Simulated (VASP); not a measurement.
# InSb (F-43m) in VASP: a series of runs, part 2 of 2

VASP 6.6.1. Earlier steps stand in the parts before.

### Step 4. Single point, LDA

This run uses another cell than the first one, of 33.98 Å³/atom.

The input, INCAR:

```
SYSTEM = InSb
ALGO     = Normal         ! electronic algorithm
EDIFF    = 1E-7           ! SCF threshold, eV
ENCUT    = 520            ! plane-wave cutoff, eV
ISIF     = 2              ! what is computed and relaxed
ISMEAR   = -1             ! smearing method
LASPH    = .True.         ! aspherical terms in the spheres
LCHARG   = .True.         ! write CHGCAR
LELF     = .True.         ! ELF
LREAL    = .False.        ! projectors in reciprocal space
LVHAR    = .True.       
LWAVE    = .False.        ! write WAVECAR
NBANDS   = 16             ! bands
NELM     = 60             ! most SCF steps
PREC     = Accurate       ! precision mode
SIGMA    = 0.03           ! smearing width, eV
```

The input, KPOINTS:

```
k-points
0
Gamma
  10 10 10
  0 0 0
```

The input, POSCAR:

```
InSb
1.0
    0.0000000000      3.2391000000      3.2391000000
    3.2391000000      0.0000000000      3.2391000000
    3.2391000000      3.2391000000      0.0000000000
In Sb
1 1
Direct
    0.0000000000      0.0000000000      0.0000000000
    0.7500000000      0.7500000000      0.7500000000
```

Potentials or basis: VASP PAW LDA potentials, release 64 (In_d, Sb).

Command:

```
> cat potpaw_LDA.64/In_d/POTCAR potpaw_LDA.64/Sb/POTCAR > POTCAR
> mpirun -np 1 vasp_std > vasp.out
```

OUTCAR:

```text
SYSTEM = InSb
   EDIFF = 1E-7
   ENCUT = 520
   ISIF = 2
   ISMEAR = -1
   LASPH = .True.
   LREAL = .False.
   NELM = 60
   PREC = Accurate

 ion  position               nearest neighbor table
   1  0.000  0.000  0.000-   2 2.81   2 2.81   2 2.81   2 2.81
   2  0.750  0.750  0.750-   1 2.81   1 2.81   1 2.81   1 2.81

  LATTYP: Found a face centered cubic cell.
 ALAT       =     6.4782000000

  Lattice vectors:

 A1 = (   0.0000000000,   3.2391000000,   3.2391000000)
 A2 = (   3.2391000000,   0.0000000000,   3.2391000000)
 A3 = (   3.2391000000,   3.2391000000,   0.0000000000)

Analysis of symmetry for initial positions (statically):
=====================================================================
 Subroutine PRICEL returns:
 Original cell was already a primitive cell.

 Routine SETGRP: Setting up the symmetry group for a
 face centered cubic supercell.

 Subroutine GETGRP returns: Found 24 space group operations
 (whereof 24 operations were pure point group operations)
 out of a pool of 48 trial point group operations.

The static configuration has the point symmetry T_d .

Analysis of symmetry for dynamics (positions and initial velocities):
=====================================================================
 Subroutine PRICEL returns:
 Original cell was already a primitive cell.

 Routine SETGRP: Setting up the symmetry group for a
 face centered cubic supercell.

 Subroutine GETGRP returns: Found 24 space group operations
 (whereof 24 operations were pure point group operations)
 out of a pool of 48 trial point group operations.

The dynamic configuration has the point symmetry T_d .

 Subroutine INISYM returns: Found 24 space group operations
 (whereof 24 operations are pure point group operations),
 and found     1 'primitive' translations

----------------------------------------------------------------------------------------

                                     Primitive cell

  volume of cell :      67.9678

[... 109 lines left out ...]
  volume/ion in A,a.u.               =      33.98       229.33
  Fermi-wavevector in a.u.,A,eV,Ry     =   1.051311  1.986690 15.037912  1.105255
  Thomas-Fermi vector in A             =   2.186349
   LORBIT       =      0    0 simple, 1 ext, 2 COOP (PROOUT), +10 PAW based schemes
   GGA     = CA    functional components
   LHFCALC =     F    Hartree Fock is set to
   AEXX    =    0.0000 exact exchange contribution
   IVDW    =     0    specifies the selected vdW correction
   LEPSILON=     F    determine dielectric tensor
   LRPA    =     F    only Hartree local field effects (RPA)
 non-spin polarized calculation
  energy-cutoff  :      520.00
  volume of cell :       67.97
 maximum number of plane-waves:      1853
 NGX is ok and might be reduce to    36
   NGX = 17   NGY = 17   NGZ = 17

 number of electron      17.9999993 magnetization

 Free energy of the ion-electron system (eV)
  ---------------------------------------------------
  ext. energy  EPLUGINS =         0.00000000
  ---------------------------------------------------
  free energy    TOTEN  =        -8.21459739 eV

  energy without entropy =       -8.21445226  energy(sigma->0) =       -8.21452483

 E-fermi :   4.9179     XC(G=0):  -8.9942

 val. band max:        4.8931837713   @ k =   0.0000   0.0000   0.0000
 cond. band min:       5.3144746563   @ k =   0.5000   0.0000   0.0000
 fundamental gap:      0.4212908850
 Fermi energy:         4.9178908900

 k-point     1 :       0.0000    0.0000    0.0000
  band No.  band energies     occupation
      1      -9.6653      2.00000
      2      -9.6653      2.00000
      3      -9.6653      2.00000
      4      -9.5779      2.00000
      5      -9.5779      2.00000
      6      -5.8818      2.00000
[... 433 lines left out ...]
      3      -9.6306      2.00000
      4      -9.5920      2.00000
      5      -9.5712      2.00000
      6      -4.5116      2.00000
[... 8 lines left out ...]
     15      14.4413      0.00000
     16      14.8268      0.00000

 [... further k-points ...]

------------------------ aborting loop because EDIFF is reached ----------------------------------------

  FORCE on cell =-STRESS in cart. coord.  units (eV):
  Direction    XX          YY          ZZ          XY          YZ          ZX
  --------------------------------------------------------------------------------------
  -------------------------------------------------------------------------------------
  Total       -0.2158020     -0.2158020     -0.2158020      0.0000000      0.0000000     -0.0000000
  in kB       -5.0870150     -5.0870150     -5.0870150      0.0000000      0.0000000     -0.0000000
  external PRESSURE =      -5.0870150 kB  Pullay stress =       0.0000000 kB

 VOLUME and BASIS-vectors are now :
 -----------------------------------------------------------------------------
  energy-cutoff  :      520.00
  volume of cell :       67.97
      direct lattice vectors                 reciprocal lattice vectors
     0.000000000  3.239100000  3.239100000    -0.154363867  0.154363867  0.154363867
     3.239100000  0.000000000  3.239100000     0.154363867 -0.154363867  0.154363867
     3.239100000  3.239100000  0.000000000     0.154363867  0.154363867 -0.154363867

 POSITION                                       TOTAL-FORCE (eV/Angst)
 -----------------------------------------------------------------------------------
      0.00000      0.00000      0.00000        -0.000000     -0.000000     -0.000000
      4.85865      4.85865      4.85865         0.000000      0.000000      0.000000
 -----------------------------------------------------------------------------------
    total drift:                               -0.000000     -0.000000     -0.000000

  FREE ENERGIE OF THE ION-ELECTRON SYSTEM (eV)
  ---------------------------------------------------
  free  energy   TOTEN  =        -8.2145973881 eV

  energy  without entropy=       -8.2144522639  energy(sigma->0) =       -8.21452483
```

It took 18 s on 1 thread of Intel Xeon 6975P-C (Granite Rapids), shared host; peak memory 0.2 GiB.

What came out:

| Item | Value |
| --- | --- |
| Free energy | -8.2146 eV |
| Pressure | -0.5 GPa |
| Band gap on the k mesh | zero (filled and empty bands touch) |

Caveat: semilocal functionals underestimate gaps, so a narrow gap can read as zero; spin-orbit coupling is left out, which moves the levels of the heavy elements.

### Step 5. Single point, PBE

This run uses another cell than the first one, of 33.98 Å³/atom.

The input, INCAR:

```
SYSTEM = InSb
ALGO     = Normal         ! electronic algorithm
EDIFF    = 1E-6           ! SCF threshold, eV
ENCUT    = 520            ! plane-wave cutoff, eV
GGA      = PE             ! functional
ISIF     = 2              ! what is computed and relaxed
ISMEAR   = -1             ! smearing method
LASPH    = .True.         ! aspherical terms in the spheres
LCHARG   = .False.        ! write CHGCAR
LREAL    = .False.        ! projectors in reciprocal space
LWAVE    = .False.        ! write WAVECAR
NBANDS   = 16             ! bands
NELM     = 80             ! most SCF steps
PREC     = Accurate       ! precision mode
SIGMA    = 0.03           ! smearing width, eV
```

KPOINTS is that of step 4.

POSCAR is that of step 4.

Potentials or basis: VASP PAW PBE potentials, release 64 (In_d, Sb).

Command:

```
> cat potpaw_PBE.64/In_d/POTCAR potpaw_PBE.64/Sb/POTCAR > POTCAR
> mpirun -np 1 vasp_std > vasp.out
```

Wall time 19 s (1 thread of Intel Xeon 6975P-C (Granite Rapids), shared host); peak memory 0.23 GiB.

It converged, with:

| Item | Value |
| --- | --- |
| Free energy | -6.9059 eV |
| Pressure | 3.1 GPa |
| Band gap on the k mesh | zero (filled and empty bands touch) |

Levels at points of the mesh, in eV from the Fermi level:
```csv
k point,band 7,band 8,band 9,band 10,band 11,band 12
"(0.00, 0.00, 0.00)",-0.21,-0.02,-0.02,-0.02,2.93,2.93
"(0.50, 0.00, 0.00)",-5.65,-1.03,-1.03,0.51,3.79,3.79
"(0.50, 0.50, 0.00)",-5.94,-2.29,-2.29,1.30,1.32,8.13
```

Caveat: the cell stands under pressure; semilocal functionals underestimate gaps, so a narrow gap can read as zero; spin-orbit coupling is left out, which moves the levels of the heavy elements.

### Step 6. Single point, PBE

This run uses another cell than the first one, of 33.98 Å³/atom.

The input, INCAR:

```
  PREC = Accurate
  ENCUT = 520
  EDIFF = 1E-6
  ISMEAR = -1
  SIGMA = 0.03
  LREAL = False
  LASPH = True
  NELM = 100
  ALGO = Normal
  ISIF = 2
  LWAVE = False
  LCHARG = False
  GGA = PE
  NBANDS = 16
```

The input, KPOINTS:

```
Automatic mesh
0
Gamma
  10 10 10
```

POSCAR is that of step 5.

Potentials or basis: VASP PAW PBE potentials, release 64 (In_d, Sb).

Command:

```
> cat potpaw_PBE.64/In_d/POTCAR potpaw_PBE.64/Sb/POTCAR > POTCAR
> mpirun -np 1 vasp_std > vasp.out
```

OUTCAR:

```text
PREC = Accurate
   ENCUT = 520
   EDIFF = 1E-6
   ISMEAR = -1
   LREAL = False
   LASPH = True
   NELM = 100
   ISIF = 2
   GGA = PE

 ion  position               nearest neighbor table
   1  0.000  0.000  0.000-   2 2.81   2 2.81   2 2.81   2 2.81
   2  0.750  0.750  0.750-   1 2.81   1 2.81   1 2.81   1 2.81

  LATTYP: Found a face centered cubic cell.
 ALAT       =     6.4782000000

  Lattice vectors:

 A1 = (   0.0000000000,   3.2391000000,   3.2391000000)
 A2 = (   3.2391000000,   0.0000000000,   3.2391000000)
 A3 = (   3.2391000000,   3.2391000000,   0.0000000000)

Analysis of symmetry for initial positions (statically):
=====================================================================
 Subroutine PRICEL returns:
 Original cell was already a primitive cell.

 Routine SETGRP: Setting up the symmetry group for a
 face centered cubic supercell.

 Subroutine GETGRP returns: Found 24 space group operations
 (whereof 24 operations were pure point group operations)
 out of a pool of 48 trial point group operations.

The static configuration has the point symmetry T_d .

Analysis of symmetry for dynamics (positions and initial velocities):
=====================================================================
 Subroutine PRICEL returns:
 Original cell was already a primitive cell.

 Routine SETGRP: Setting up the symmetry group for a
 face centered cubic supercell.

 Subroutine GETGRP returns: Found 24 space group operations
 (whereof 24 operations were pure point group operations)
 out of a pool of 48 trial point group operations.

The dynamic configuration has the point symmetry T_d .

 Subroutine INISYM returns: Found 24 space group operations
 (whereof 24 operations are pure point group operations),
 and found     1 'primitive' translations

----------------------------------------------------------------------------------------
[... 110 lines left out ...]
   IALGO  =     38    algorithm
   IMIX   =      4    mixing-type and parameters
     AMIX     =   0.40;   BMIX     =  1.00
     AMIX_MAG =   1.60;   BMIX_MAG =  1.00
  volume/ion in A,a.u.               =      33.98       229.33
  Fermi-wavevector in a.u.,A,eV,Ry     =   1.051311  1.986690 15.037912  1.105255
  Thomas-Fermi vector in A             =   2.186349
   LORBIT       =      0    0 simple, 1 ext, 2 COOP (PROOUT), +10 PAW based schemes
   GGA     = PE    functional components
   LHFCALC =     F    Hartree Fock is set to
   AEXX    =    0.0000 exact exchange contribution
   IVDW    =     0    specifies the selected vdW correction
   LEPSILON=     F    determine dielectric tensor
   LRPA    =     F    only Hartree local field effects (RPA)
 non-spin polarized calculation
  energy-cutoff  :      520.00
  volume of cell :       67.97
 maximum number of plane-waves:      1853
 NGX is ok and might be reduce to    36
   NGX = 17   NGY = 17   NGZ = 17

 number of electron      17.9999993 magnetization

 Free energy of the ion-electron system (eV)
  ---------------------------------------------------
  ext. energy  EPLUGINS =         0.00000000
  ---------------------------------------------------
  free energy    TOTEN  =        -6.90585694 eV

  energy without entropy =       -6.90571034  energy(sigma->0) =       -6.90578364

 E-fermi :   5.1345     XC(G=0):  -8.6873

 val. band max:        5.1095962225   @ k =   0.0000   0.0000   0.0000
 cond. band min:       5.6480976921   @ k =   0.5000   0.0000   0.0000
 fundamental gap:      0.5385014696
 Fermi energy:         5.1345230267

 k-point     1 :       0.0000    0.0000    0.0000
  band No.  band energies     occupation
      1      -9.4971      2.00000
      2      -9.4971      2.00000
      3      -9.4971      2.00000
      4      -9.4118      2.00000
      5      -9.4118      2.00000
      6      -5.6106      2.00000
[... 433 lines left out ...]
      3      -9.4631      2.00000
      4      -9.4255      2.00000
      5      -9.4051      2.00000
      6      -4.2426      2.00000
[... 8 lines left out ...]
     15      14.7241      0.00000
     16      15.2066      0.00000

 [... further k-points ...]

------------------------ aborting loop because EDIFF is reached ----------------------------------------

  FORCE on cell =-STRESS in cart. coord.  units (eV):
  Direction    XX          YY          ZZ          XY          YZ          ZX
  --------------------------------------------------------------------------------------
  -------------------------------------------------------------------------------------
  Total        1.3222811      1.3222811      1.3222811      0.0000000      0.0000000      0.0000000
  in kB       31.1696054     31.1696054     31.1696054      0.0000000      0.0000000      0.0000000
  external PRESSURE =      31.1696054 kB  Pullay stress =       0.0000000 kB

 VOLUME and BASIS-vectors are now :
 -----------------------------------------------------------------------------
  energy-cutoff  :      520.00
  volume of cell :       67.97
      direct lattice vectors                 reciprocal lattice vectors
     0.000000000  3.239100000  3.239100000    -0.154363867  0.154363867  0.154363867
     3.239100000  0.000000000  3.239100000     0.154363867 -0.154363867  0.154363867
     3.239100000  3.239100000  0.000000000     0.154363867  0.154363867 -0.154363867

 POSITION                                       TOTAL-FORCE (eV/Angst)
 -----------------------------------------------------------------------------------
      0.00000      0.00000      0.00000        -0.000000     -0.000000     -0.000000
      4.85865      4.85865      4.85865         0.000000      0.000000      0.000000
 -----------------------------------------------------------------------------------
    total drift:                                0.000000      0.000000      0.000000

  FREE ENERGIE OF THE ION-ELECTRON SYSTEM (eV)
  ---------------------------------------------------
  free  energy   TOTEN  =        -6.9058569406 eV

  energy  without entropy=       -6.9057103446  energy(sigma->0) =       -6.90578364
```

stdout:

```text
POSCAR found type information on POSCAR InSb
 POSCAR found :  2 types and       2 ions
 scaLAPACK will be used
 LDA part: xc-table for (Slater+PW92), standard interpolation
 POSCAR, INCAR and KPOINTS ok, starting setup
 FFT: planning ... GRIDC
 FFT: planning ... GRID_SOFT
 FFT: planning ... GRID
 WAVECAR not read
 entering main loop
```

Run time: 19 s. Hardware: 1 thread of Intel Xeon 6975P-C (Granite Rapids), shared host; peak memory 0.23 GiB.

What came out:

| Quantity | Value |
| --- | --- |
| Free energy | -6.9059 eV |
| Pressure | 3.1 GPa |
| Band gap on the k mesh | zero (filled and empty bands touch) |

Caveat: the cell stands under pressure; semilocal functionals underestimate gaps, so a narrow gap can read as zero; spin-orbit coupling is left out, which moves the levels of the heavy elements.

### Step 7. Overview

| level | potentials or basis | cell | gap on the mesh (eV) | pressure (GPa) |
| --- | --- | --- | --- | --- |
| PBE | VASP PAW PBE potentials, release 64 (In_d, Sb) | a = 4.611 Å, angles 60.0°, 2 atoms | none | 2.1 |
| PBE | VASP PAW PBE potentials, release 64 (In_d, Sb) | a = 4.671 Å, angles 60.0°, 2 atoms | none | 0.5 |
| LDA | VASP PAW LDA potentials, release 64 (In_d, Sb) | a = 4.581 Å, angles 60.0°, 2 atoms | none | -0.5 |
| PBE | VASP PAW PBE potentials, release 64 (In_d, Sb) | a = 4.581 Å, angles 60.0°, 2 atoms | none | 3.1 |

Alike in all rows: task single point; no spin polarisation; k mesh 10 × 10 × 10; cutoff (eV) 520; smearing fermi-dirac 0.03 eV.

Caveats: semilocal functionals underestimate gaps, so a narrow gap can read as zero; spin-orbit coupling is left out, which moves the levels of the heavy elements; the cell stands under pressure (at least some runs).

Total energies depend on the potentials used, so only differences within one code and one set of settings carry meaning.

### Step 8. Against experiment

Step 4. Measured gap of InSb: 0.24 eV (quoted in “Electronic Structure and Epitaxy of CdTe Shells on InSb Nanowires”, 2021, arxiv:2111.05126). This calculation gives 0.00 eV (-0.24 eV). Spin-orbit coupling on In, Sb is left out. The value is that of LDA on a finite k mesh, which can miss the band edges, without temperature or zero-point motion. Semilocal functionals fall short of measured gaps as a rule.
